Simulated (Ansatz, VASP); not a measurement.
**C in VASP and in Ansatz**

File INCAR:

```
ALGO = Normal ; DIPOL = 0.5 0.5 0.500
EDIFF = 1E-6 ; ENCUT = 520
GGA = PE ; IDIPOL = 3
ISIF = 2 ; ISMEAR = 0
IVDW = 12 ; LASPH = T
LCHARG = F ; LDIPOL = T
LREAL = F ; LWAVE = F
NBANDS = 11 ; NELM = 80
PREC = Accurate ; SIGMA = 0.1
```

File KPOINTS:

```
k-points
0
Gamma
  21 21 1
```

POSCAR

```
C
1.0
    2.3760000000      0.0000000000      0.0000000000
   -1.1880000000      2.0576763594      0.0000000000
    0.0000000000      0.0000000000     26.0024170307
C
2
Direct
    0.6666666667      0.3333333333      0.5192289817
    0.3333333333      0.6666666667      0.4807710183
```

Input for Ansatz:

```yaml
crystal:
  lattice:
    - [2.376, 0.0, 0.0]
    - [-1.188, 2.0576763594, 0.0]
    - [0.0, 0.0, 26.0024170307]
  atoms:
    - { symbol: C, position: [0.6666666667, 0.3333333333, 0.5192289817] }
    - { symbol: C, position: [0.3333333333, 0.6666666667, 0.4807710183] }
  periodic: [true, true, false]
basis:
  ecutwfc: 420
kpoints:
  mp_grid: { grid: [21, 21, 1] }
hamiltonian:
  xc: pbe
  pseudopotentials: { kind: paw, azcp: { folder: soft_1 } }
  dispersion: d3bj
scf:
  occupations: { method: gaussian, width: 0.1 }
output:
  forces: true
  stress: true
  eigenvalues: true
```

Alike in both runs: task single point; functional PBE; dispersion D3(BJ); k mesh 21 × 21 × 1; occupations gaussian, width 0.1 eV; no spin polarisation.

|  | VASP | Ansatz |
| --- | --- | --- |
| version | VASP 6.6.1 | Ansatz 0.2.0 |
| potentials or method | VASP PAW PBE potentials, release 64 (C), cutoff 520 eV | scalar-relativistic, plane waves, PAW |
| valence electrons in the cell | 8 | 8 |

```tsv
	VASP	Ansatz	Ansatz less VASP
gap on the k mesh at the Fermi level (eV)	none	none	-
rms of the force components (eV/Å)	3.943	3.945	+0.0027
```

Atom by atom the forces differ by 0.003 eV/Å (rms over components). A gap of «none» marks a metal or a gap that the smearing closes.
